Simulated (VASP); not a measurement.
Set up this calculation in VASP 6.6.1, as the native input.

```
Task                   : single point
Functional             : r2SCAN
Potentials or basis    : VASP PAW PBE potentials, release 64 (Sc_sv)
Cutoff                 : 520 eV
k mesh                 : 16 × 16 × 10
Occupations            : fermi-dirac, width 0.08 eV
Spin                   : no spin polarisation
Dipole correction      : no
Further INCAR settings : ALGO = Normal; EDIFF = 1e-06; NBANDS = 18
```

The system is Sc.

```
Sc
1.0
     3.29350    0.00000    0.00000
    -1.64675    2.85225    0.00000
     0.00000    0.00000    5.13521
Sc
2
Direct
  0.33333 0.66667 0.25000
  0.66667 0.33333 0.75000
```

One way to write it, as run:

POSCAR

```
Sc
1.0
    3.2934974823      0.0000000000      0.0000000000
   -1.6467487412      2.8522524870      0.0000000000
    0.0000000000      0.0000000000      5.1352099393
Sc
2
Direct
    0.3333333333      0.6666666667      0.2500000000
    0.6666666667      0.3333333333      0.7500000000
```

INCAR.step1

```
PREC = Accurate
ENCUT = 520
ISMEAR = -1
SIGMA = 0.08
LREAL = False
LASPH = True
NELM = 100
NBANDS = 18
GGA = PE
ALGO = Normal
EDIFF = 1E-4
LWAVE = True
LCHARG = False
```

INCAR.step2

```
PREC = Accurate
ENCUT = 520
EDIFF = 1E-6
ISMEAR = -1
SIGMA = 0.08
LREAL = False
LASPH = True
NELM = 100
ALGO = Normal
ISIF = 2
LWAVE = False
LCHARG = True
METAGGA = R2SCAN
LMIXTAU = True
LELF = True
LVHAR = True
NBANDS = 18
ISTART = 1
```

KPOINTS

```
regular mesh
0
Gamma
  16 16 10
```

Potentials or basis: VASP PAW PBE potentials, release 64 (Sc_sv).

Launch:

```sh
$ cat potpaw_PBE.64/Sc_sv/POTCAR > POTCAR
$ cp INCAR.step1 INCAR
$ mpirun -np 1 vasp_std > vasp.out
$ cp INCAR.step2 INCAR
$ mpirun -np 1 vasp_std > vasp.out
```

Results of the run:

```yaml
Pressure: 2.2 GPa
Band_gap_on_the_k_mesh: zero (bands 11 and 12 overlap by 1.63 eV)
```

Caveat: the PAW data sets were made with another functional, which shifts forces and pressure a little.

Wall time 9.8 min on 1 thread of Intel Xeon 8259CL, with other jobs on the host, peak memory 0.26 GiB.
